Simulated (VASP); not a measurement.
Mg5Te2:

```xyz
7
Lattice="5.6614 0.0000 0.0000 -2.8307 4.9029 0.0000 0.0000 0.0000 6.3857" Properties=species:S:1:pos:R:3 pbc="T T T"
Mg    0.0000    3.2686    3.1929
Mg    2.8307    1.6343    3.1929
Mg    2.8307    0.0000    0.0000
Mg   -1.4154    2.4515    0.0000
Mg    1.4154    2.4515    0.0000
Te    0.0000    0.0000    3.1929
Te    0.0000    0.0000    0.0000
```

The cell was generated, and may not be a known phase.

```yaml
Program: VASP 6.6.1
Task: relaxation of cell and atoms
Functional: PBE
Potentials_or_basis: VASP PAW PBE potentials, release 64 (Mg, Te)
Cutoff: 600 eV
k_mesh: 6 × 6 × 4
Occupations: gaussian, width 0.1 eV
Spin: no spin polarisation
```

At the start: pressure 3.1 GPa; volume 25.32 Å³/atom.

Question: How do energy, volume and symmetry change on relaxing?

Answer: Over 7 steps the energy falls by 107.7 meV/atom and the volume is 26.62 Å³/atom (+5.1 %); space group P6/mmm (No. 191, to 0.1 Å) before and after.

The path:
```tsv
step	energy change (eV)	largest force (eV/Å)	pressure (GPa)	volume (Å³)
1	0.0000	0.0000	3.08	177.25
2	-0.6837	0.0000	-0.58	189.53
3	-0.7197	0.0000	-1.10	192.41
4	-0.7210	0.0000	-1.18	192.93
5	-0.7511	0.0000	-0.27	187.70
6	-0.7511	0.0000	-0.25	187.62
7	-0.7536	0.0000	-0.02	186.33
```

Final structure:
```cif
data_structure
_symmetry_space_group_name_H-M 'P 1'
_symmetry_Int_Tables_number 1
_cell_length_a 6.0089
_cell_length_b 6.0089
_cell_length_c 5.9586
_cell_angle_alpha 90.000
_cell_angle_beta 90.000
_cell_angle_gamma 120.000
_cell_volume 186.33
loop_
_atom_site_label
_atom_site_type_symbol
_atom_site_fract_x
_atom_site_fract_y
_atom_site_fract_z
_atom_site_occupancy
Mg1 Mg 0.33333 0.66667 0.50000 1
Mg2 Mg 0.66667 0.33333 0.50000 1
Mg3 Mg 0.50000 0.00000 0.00000 1
Mg4 Mg 0.00000 0.50000 0.00000 1
Mg5 Mg 0.50000 0.50000 0.00000 1
Te1 Te 0.00000 0.00000 0.50000 1
Te2 Te 0.00000 0.00000 0.00000 1
```
